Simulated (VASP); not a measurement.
# Os (Pm-3m) in VASP: further runs

Runs on Os. Level: PBE. Tasks: single point, relaxation of cell and atoms.

Everything below comes from runs of VASP 6.6.1. Logs are shortened: lines on timing, memory, paths and dates and some standing lists are left out, and cuts for length are marked.

## 1. The cell of the first run

The structure is cubic, space group Pm-3m (No. 221). The conventional cell has a = 2.503 Å, b = 2.503 Å, c = 2.503 Å, α = 90.00°, β = 90.00°, γ = 90.00°. Os (site symmetry m-3m) has 6 Os at 2.50 Å within 3.3 Å.

This isn't the form of Os at room conditions, which is hcp.

## 2. Single point, PBE

Contents of INCAR:

```
PREC = Accurate
ENCUT = 520
EDIFF = 1E-7
ISMEAR = 1
SIGMA = 0.05
LREAL = False
LASPH = True
NELM = 60
ALGO = Normal
ISIF = 2
LWAVE = False
LCHARG = True
GGA = PE
LELF = True
LVHAR = True
NBANDS = 10
```

Contents of KPOINTS:

```
regular mesh
0
Gamma
  19 19 19
```

Contents of POSCAR:

```
Os
1.0
    2.5030086043      0.0000000000      0.0000000000
    0.0000000000      2.5030086043      0.0000000000
    0.0000000000      0.0000000000      2.5030086043
Os
1
Direct
    0.0000000000      0.0000000000      0.0000000000
```

Potentials or basis: VASP PAW PBE potentials, release 64 (Os).

On the command line:

```bash
> cat potpaw_PBE.64/Os/POTCAR > POTCAR
> mpirun -np 1 vasp_std > vasp.out
```

OUTCAR:

```text
PREC = Accurate
   ENCUT = 520
   EDIFF = 1E-7
   ISMEAR = 1
   LREAL = False
   LASPH = True
   NELM = 60
   ISIF = 2
   GGA = PE

 ion  position               nearest neighbor table
   1  0.000  0.000  0.000-

  LATTYP: Found a simple cubic cell.
 ALAT       =     2.5030086043

  Lattice vectors:

 A1 = (   2.5030086043,   0.0000000000,   0.0000000000)
 A2 = (   0.0000000000,   2.5030086043,   0.0000000000)
 A3 = (   0.0000000000,   0.0000000000,   2.5030086043)

Analysis of symmetry for initial positions (statically):
=====================================================================
 Subroutine PRICEL returns:
 Original cell was already a primitive cell.

 Routine SETGRP: Setting up the symmetry group for a
 simple cubic supercell.

 Subroutine GETGRP returns: Found 48 space group operations
 (whereof 48 operations were pure point group operations)
 out of a pool of 48 trial point group operations.

The static configuration has the point symmetry O_h .

Analysis of symmetry for dynamics (positions and initial velocities):
=====================================================================
 Subroutine PRICEL returns:
 Original cell was already a primitive cell.

 Routine SETGRP: Setting up the symmetry group for a
 simple cubic supercell.

 Subroutine GETGRP returns: Found 48 space group operations
 (whereof 48 operations were pure point group operations)
 out of a pool of 48 trial point group operations.

The dynamic configuration has the point symmetry O_h .

 Subroutine INISYM returns: Found 48 space group operations
 (whereof 48 operations are pure point group operations),
 and found     1 'primitive' translations

----------------------------------------------------------------------------------------

                                     Primitive cell

  volume of cell :      15.6815

  direct lattice vectors                    reciprocal lattice vectors
     2.503008604  0.000000000  0.000000000     0.399519202  0.000000000  0.000000000
     0.000000000  2.503008604  0.000000000     0.000000000  0.399519202  0.000000000
     0.000000000  0.000000000  2.503008604     0.000000000  0.000000000  0.399519202

  length of vectors
     2.503008604  2.503008604  2.503008604     0.399519202  0.399519202  0.399519202

  position of ions in fractional coordinates (direct lattice)
     0.000000000  0.000000000  0.000000000

[... 74 lines left out ...]
   NELM   =     60;   NELMIN=  2; NELMDL= -5     # of ELM steps
   EDIFF  = 0.1E-06   stopping-criterion for ELM
   LREAL  =      F    real-space projection
   EDIFFG = 0.1E-05   stopping-criterion for IOM
   NSW    =      0    number of steps for IOM
   IBRION =     -1    ionic relax: 0-MD 1-quasi-New 2-CG
   NFREE  =      0    steps in history (QN), initial steepest desc. (CG)
   ISIF   =      2    stress and relaxation
   ISYM   =      2    0-nonsym 1-usesym 2-fastsym
   POTIM  = 0.5000    time-step for ionic-motion
   TEBEG  =    0.0;   TEEND  =   0.0 temperature during run
   PSTRESS=    0.0 pullay stress
   NELECT =       8.0000    total number of electrons
   NUPDOWN=      -1.0000    fix difference up-down
   EMIN   =  10.00;   EMAX   =-10.00  energy-range for DOS
   EFERMI =   0.00;   METHOD = LEGACY
   ISMEAR =     1;   SIGMA  =   0.05  broadening in eV -4-tet -1-fermi 0-gaus
   EFERMI_NEDOS =   21; number of points for ismear=-14 and -15
   IALGO  =     38    algorithm
   IMIX   =      4    mixing-type and parameters
     AMIX     =   0.40;   BMIX     =  1.00
     AMIX_MAG =   1.60;   BMIX_MAG =  1.00
  volume/ion in A,a.u.               =      15.68       105.82
  Fermi-wavevector in a.u.,A,eV,Ry     =   1.308105  2.471959 23.281442  1.711138
  Thomas-Fermi vector in A             =   2.438794
   LORBIT       =      0    0 simple, 1 ext, 2 COOP (PROOUT), +10 PAW based schemes
   GGA     = PE    functional components
   LHFCALC =     F    Hartree Fock is set to
   AEXX    =    0.0000 exact exchange contribution
   IVDW    =     0    specifies the selected vdW correction
   LEPSILON=     F    determine dielectric tensor
   LRPA    =     F    only Hartree local field effects (RPA)
 non-spin polarized calculation
 Methfessel and Paxton  Order N= 1 SIGMA  =   0.05
  energy-cutoff  :      520.00
  volume of cell :       15.68
 maximum number of plane-waves:       443
 NGX is ok and might be reduce to    20
   NGX =  9   NGY =  9   NGZ =  9

 number of electron       8.0000001 magnetization

 Free energy of the ion-electron system (eV)
  ---------------------------------------------------
  ext. energy  EPLUGINS =         0.00000000
  ---------------------------------------------------
  free energy    TOTEN  =        -9.68082425 eV

  energy without entropy =       -9.68055862  energy(sigma->0) =       -9.68073571

 E-fermi :   8.0551     XC(G=0): -13.2288

 val. band max:        8.0540001612   @ k =   0.3158   0.2105   0.0000
 cond. band min:       8.0573638016   @ k =   0.4211   0.3684   0.0000
 fundamental gap:      0.0033636404
 Fermi energy:         8.0551172647

 k-point     1 :       0.0000    0.0000    0.0000
  band No.  band energies     occupation
      1      -1.9374      2.00000
      2       1.5731      2.00000
      3       1.5731      2.00000
      4      10.5527      0.00000
      5      10.5527      0.00000
      6      10.5527      0.00000
      7      24.0016      0.00000
      8      24.0016      0.00000
      9      24.0016      0.00000
     10      30.3835      0.00000
[... 287 lines left out ...]
 k-point    24 :       0.3158    0.1053    0.0000
  band No.  band energies     occupation
      1       0.7495      2.00000
      2       2.5428      2.00000
      3       4.8422      2.00000
      4       7.6238      2.00000
      5       7.8961      2.00007
      6      10.3648      0.00000
      7      17.3120      0.00000
      8      25.3985      0.00000
      9      26.8131      0.00000
     10      29.5448      0.00000

 [... further k-points ...]
[... 5 lines left out ...]
  --------------------------------------------------------------------------------------
  -------------------------------------------------------------------------------------
  Total        1.9559647      1.9559647      1.9559647      0.0000000      0.0000000     -0.0000000
  in kB      199.8409874    199.8409874    199.8409874      0.0000000      0.0000000     -0.0000000
  external PRESSURE =     199.8409874 kB  Pullay stress =       0.0000000 kB

 VOLUME and BASIS-vectors are now :
 -----------------------------------------------------------------------------
  energy-cutoff  :      520.00
  volume of cell :       15.68
      direct lattice vectors                 reciprocal lattice vectors
     2.503008604  0.000000000  0.000000000     0.399519202  0.000000000  0.000000000
     0.000000000  2.503008604  0.000000000     0.000000000  0.399519202  0.000000000
     0.000000000  0.000000000  2.503008604     0.000000000  0.000000000  0.399519202

 POSITION                                       TOTAL-FORCE (eV/Angst)
 -----------------------------------------------------------------------------------
      0.00000      0.00000      0.00000         0.000000      0.000000      0.000000
 -----------------------------------------------------------------------------------
    total drift:                                0.000000      0.000000      0.000000

  FREE ENERGIE OF THE ION-ELECTRON SYSTEM (eV)
  ---------------------------------------------------
  free  energy   TOTEN  =        -9.6808242493 eV

  energy  without entropy=       -9.6805586184  energy(sigma->0) =       -9.68073571
```

stdout:

```text
POSCAR found type information on POSCAR Os
 POSCAR found :  1 types and       1 ions
 scaLAPACK will be used
 LDA part: xc-table for (Slater+PW92), standard interpolation
 POSCAR, INCAR and KPOINTS ok, starting setup
 FFT: planning ... GRIDC
 FFT: planning ... GRID_SOFT
 FFT: planning ... GRID
 WAVECAR not read
 entering main loop
```

Run time: 19 s. Hardware: 1 thread of Intel Xeon Platinum 8375C at 2.90GHz (Ice Lake), shared host; peak memory 0.15 GiB.

Results:

```
Free energy            : -9.6808 eV
Pressure               : 20.0 GPa
Band gap on the k mesh : zero (bands 4 and 5 overlap by 6.40 eV)
```

Caveat: the cell stands under pressure; spin-orbit coupling is left out, which moves the levels of the heavy elements.

## 3. Single point, PBE

This run uses another cell than the first one, of 16.71 Å³/atom.

Contents of INCAR:

```
  PREC = Accurate
  ENCUT = 520
  EDIFF = 1E-7
  ISMEAR = 1
  SIGMA = 0.05
  LREAL = F
  LASPH = T
  NELM = 80
  ALGO = Normal
  ISIF = 2
  LWAVE = F
  LCHARG = F
  GGA = PE
  NBANDS = 10
```

Contents of KPOINTS:

```
Automatic mesh
0
Gamma
  19 19 19
```

Contents of POSCAR:

```
Os
1.0
    2.5564289222      0.0000000000      0.0000000000
    0.0000000000      2.5564289222      0.0000000000
    0.0000000000      0.0000000000      2.5564289222
Os
1
Direct
    0.0000000000      0.0000000000      0.0000000000
```

Potentials or basis: VASP PAW PBE potentials, release 64 (Os).

On the command line:

```bash
> cat potpaw_PBE.64/Os/POTCAR > POTCAR
> mpirun -np 1 vasp_std > vasp.out
```

Run time: 18 s. Hardware: 1 thread of Intel Xeon Platinum 8375C at 2.90GHz (Ice Lake), shared host; peak memory 0.15 GiB.

It converged, with:

| Quantity | Value |
| --- | --- |
| Free energy | -9.7407 eV |
| Pressure | -0.3 GPa |
| Band gap on the k mesh | zero (bands 4 and 5 overlap by 5.79 eV) |

Levels at points of the mesh, in eV from the Fermi level:
```csv
k point,band 1,band 2,band 3,band 4,band 5,band 6,band 7,band 8
"(0.00, 0.00, 0.00)",-9.45,-5.95,-5.95,2.25,2.25,2.25,15.48,15.48
```

Caveat: spin-orbit coupling is left out, which moves the levels of the heavy elements.

## 4. Relaxation of cell and atoms, PBE

This run uses another cell than the first one, of 15.44 Å³/atom.

Contents of INCAR:

```
SYSTEM = Os
  PREC = Accurate
  ENCUT = 600
  EDIFF = 1E-6
  ISMEAR = 1
  SIGMA = 0.05
  LREAL = .FALSE.
  LASPH = .TRUE.
  NELM = 60
  ALGO = Normal
  ISIF = 3
  LWAVE = .FALSE.
  LCHARG = .FALSE.
  GGA = PE
  IBRION = 2
  NSW = 80
  EDIFFG = -0.03
```

Contents of KPOINTS:

```
Automatic mesh
0
G
  19 19 19
  0 0 0
```

Contents of POSCAR:

```
Os
1.0
    2.4900000000      0.0000000000      0.0000000000
    0.0000000000      2.4900000000      0.0000000000
    0.0000000000      0.0000000000      2.4900000000
Os
1
Direct
    0.0000000000      0.0000000000      0.0000000000
```

On the command line:

```bash
> cat potpaw_PBE.64/Os/POTCAR > POTCAR
> mpirun -np 1 vasp_std > vasp.out
```

Wall time 49 s (1 thread of Intel Xeon Platinum 8375C at 2.90GHz (Ice Lake), shared host); peak memory 0.16 GiB.

It converged, with:

```
Free energy                           : -9.7406 eV
Relaxed volume                        : 16.69 Å³/atom
Relaxed cell                          : a = 2.555 Å, b = 2.555 Å, c = 2.555 Å, α = 90.00°, β = 90.00°, γ = 90.00°
Space group after relaxing (to 0.1 Å) : Pm-3m (No. 221)
Pressure after relaxing               : 0.1 GPa
Band gap on the k mesh                : zero (bands 4 and 5 overlap by 5.81 eV)
```

Final structure:
```xyz
1
Lattice="2.5553 0.0000 0.0000 0.0000 2.5553 0.0000 0.0000 0.0000 2.5553" Properties=species:S:1:pos:R:3 pbc="T T T"
Os    0.0000    0.0000    0.0000
```

Levels at points of the mesh, in eV from the Fermi level:
```csv
k point,band 1,band 2,band 3,band 4,band 5,band 6,band 7,band 8
"(0.00, 0.00, 0.00)",-9.46,-5.96,-5.96,2.25,2.25,2.25,15.49,15.49
```

Caveat: spin-orbit coupling is left out, which moves the levels of the heavy elements.

## 5. Relaxation of cell and atoms, PBE, target pressure 20 GPa, at which the enthalpy is minimised

This run uses another cell than the first one, of 15.44 Å³/atom.

Contents of INCAR:

```
SYSTEM = Os
ALGO = Normal ; EDIFF = 1E-6
EDIFFG = -0.03 ; ENCUT = 600
GGA = PE ; IBRION = 2
ISIF = 3 ; ISMEAR = 1
LASPH = .True. ; LCHARG = .False.
LREAL = .False. ; LWAVE = .False.
NELM = 100 ; NSW = 80
PREC = Accurate ; PSTRESS = 200.0
SIGMA = 0.05
```

Contents of KPOINTS:

```
k-points
0
Gamma
  19 19 19
  0 0 0
```

POSCAR is that of step 4.

Potentials or basis: VASP PAW PBE potentials, release 64 (Os).

On the command line:

```bash
> cat potpaw_PBE.64/Os/POTCAR > POTCAR
> mpirun -np 1 vasp_std > vasp.out
```

OUTCAR:

```text
SYSTEM = Os
   EDIFF = 1E-6
   EDIFFG = -0.03
   ENCUT = 600
   GGA = PE
   IBRION = 2
   ISIF = 3
   ISMEAR = 1
   LASPH = .True.
   LREAL = .False.
   NELM = 100
   NSW = 80
   PREC = Accurate
   PSTRESS = 200.0

 ion  position               nearest neighbor table
   1  0.000  0.000  0.000-

  LATTYP: Found a simple cubic cell.
 ALAT       =     2.4900000000

  Lattice vectors:

 A1 = (   2.4900000000,   0.0000000000,   0.0000000000)
 A2 = (   0.0000000000,   2.4900000000,   0.0000000000)
 A3 = (   0.0000000000,   0.0000000000,   2.4900000000)

Analysis of symmetry for initial positions (statically):
[... 251 lines left out ...]
  ext. energy  EPLUGINS =         0.00000000
  ---------------------------------------------------
  free energy    TOTEN  =        -9.68217608 eV

  energy without entropy =       -9.68191150  energy(sigma->0) =       -9.68208789

 E-fermi :   8.0462     XC(G=0): -13.2249

 val. band max:        8.0452979504   @ k =   0.3158   0.2105   0.0000
 cond. band min:       8.0485133759   @ k =   0.4211   0.3684   0.0000
 fundamental gap:      0.0032154255
 Fermi energy:         8.0462475477

 k-point     1 :       0.0000    0.0000    0.0000
  band No.  band energies     occupation
      1      -1.9410      2.00000
      2       1.5701      2.00000
      3       1.5701      2.00000
      4      10.5413      0.00000
      5      10.5413      0.00000
      6      10.5413      0.00000
      7      23.9872      0.00000
      8      23.9872      0.00000
[... 243 lines left out ...]
 k-point    24 :       0.3158    0.1053    0.0000
  band No.  band energies     occupation
      1       0.7447      2.00000
      2       2.5387      2.00000
      3       4.8358      2.00000
      4       7.6154      2.00000
      5       7.8876      2.00007
      6      10.3536      0.00000
      7      17.2983      0.00000
      8      25.3841      0.00000

 [... further k-points ...]
[... 5 lines left out ...]
  --------------------------------------------------------------------------------------
  -------------------------------------------------------------------------------------
  Total        1.9420490      1.9420490      1.9420490      0.0000000      0.0000000      0.0000000
  in kB      198.2856513    198.2856513    198.2856513      0.0000000      0.0000000      0.0000000
  external PRESSURE =      -1.7143487 kB  Pullay stress =     200.0000000 kB
[... 20 lines left out ...]
  energy  without entropy=       -9.6819115005  energy(sigma->0) =       -9.68208789

  enthalpy is  TOTEN    =        -7.7233364361 eV   P V=        1.9588396485

 reached required accuracy - stopping structural energy minimisation
```

CONTCAR:

```text
Os
   1.00000000000000
     2.5035704923424382    0.0000000000000000    0.0000000000000000
     0.0000000000000000    2.5035704923424382    0.0000000000000000
     0.0000000000000000    0.0000000000000000    2.5035704923424382
  Os
     1
Direct
     0.0000000000000000    0.0000000000000000    0.0000000000000000

  0.00000000E+00  0.00000000E+00  0.00000000E+00
```

Wall time 40 s (1 thread of Intel Xeon Platinum 8375C at 2.90GHz (Ice Lake), shared host); peak memory 0.16 GiB.

Results:

* Free energy: -9.6822 eV
* Relaxed volume: 15.69 Å³/atom
* Relaxed cell: a = 2.504 Å, b = 2.504 Å, c = 2.504 Å, α = 90.00°, β = 90.00°, γ = 90.00°
* Space group after relaxing (to 0.1 Å): Pm-3m (No. 221)
* Energy change on relaxing (the run minimises the enthalpy): -36.2 meV/atom
* Ionic steps: 3
* Pressure after relaxing: 19.8 GPa
* Band gap on the k mesh: zero (bands 4 and 5 overlap by 6.40 eV)

The path:
```
step  energy change (eV)  largest force (eV/Å)  pressure (GPa)  volume (Å³)
   1              0.0000                0.0000           26.02        15.44
   2             -0.0943                0.0000           -1.25        16.77
   3             -0.0362                0.0000           19.83        15.69
```

Final structure:
```
Os
1.0
     2.50357    0.00000    0.00000
     0.00000    2.50357    0.00000
     0.00000    0.00000    2.50357
Os
1
Direct
  0.00000 0.00000 0.00000
```

Caveat: the cell is relaxed towards a set pressure, so the run minimises the enthalpy, not the energy; spin-orbit coupling is left out, which moves the levels of the heavy elements.

## 6. Relaxation of cell and atoms, PBE, target pressure 40 GPa, at which the enthalpy is minimised

This run uses another cell than the first one, of 15.44 Å³/atom.

Contents of INCAR:

```
  ALGO = Normal
  EDIFF = 1E-6
  EDIFFG = -0.03
  ENCUT = 600
  GGA = PE
  IBRION = 2
  ISIF = 3
  ISMEAR = 1
  LASPH = True
  LCHARG = False
  LREAL = False
  LWAVE = False
  NELM = 80
  NSW = 80
  PREC = Accurate
  PSTRESS = 400.0
  SIGMA = 0.05
```

Contents of KPOINTS:

```
k-points
0
Gamma
  19 19 19
```

POSCAR is that of step 5.

Potentials or basis: VASP PAW PBE potentials, release 64 (Os).

On the command line:

```bash
> cat potpaw_PBE.64/Os/POTCAR > POTCAR
> mpirun -np 1 vasp_std > vasp.out
```

It took 42 s on 1 thread of Intel Xeon Platinum 8375C at 2.90GHz (Ice Lake), shared host; peak memory 0.16 GiB.

The run converged. Its results:

```yaml
Free_energy: -9.5447 eV
Relaxed_volume: 14.94 Å³/atom
Relaxed_cell: a = 2.463 Å, b = 2.463 Å, c = 2.463 Å, α = 90.00°, β = 90.00°, γ = 90.00°
Space_group_after_relaxing_to_0.1_Å: Pm-3m (No. 221)
Energy_change_on_relaxing_the_run_minimises_the_enthalpy: +101.2 meV/atom
Ionic_steps: 4
Pressure_after_relaxing: 39.8 GPa
Band_gap_on_the_k_mesh: zero (bands 4 and 5 overlap by 6.90 eV)
```

Step by step:
| step | energy change (eV) | largest force (eV/Å) | pressure (GPa) | volume (Å³) |
| --- | --- | --- | --- | --- |
| 1 | 0.0000 | 0.0000 | 26.02 | 15.44 |
| 2 | 1.3522 | 0.0000 | 147.24 | 12.62 |
| 3 | 0.0932 | 0.0000 | 38.79 | 14.98 |
| 4 | 0.1012 | 0.0000 | 39.78 | 14.94 |

Final structure:
```
Os
1.0
     2.46304    0.00000    0.00000
     0.00000    2.46304    0.00000
     0.00000    0.00000    2.46304
Os
1
Direct
  0.00000 0.00000 0.00000
```

Levels at points of the mesh, in eV from the Fermi level:
| k point | band 2 | band 3 | band 4 | band 5 | band 6 | band 7 |
| --- | --- | --- | --- | --- | --- | --- |
| (0.00, 0.00, 0.00) | -6.92 | -6.92 | 2.70 | 2.70 | 2.70 | 16.31 |

Caveat: the cell is relaxed towards a set pressure, so the run minimises the enthalpy, not the energy; spin-orbit coupling is left out, which moves the levels of the heavy elements.

(Continued in part 2 of 2.)
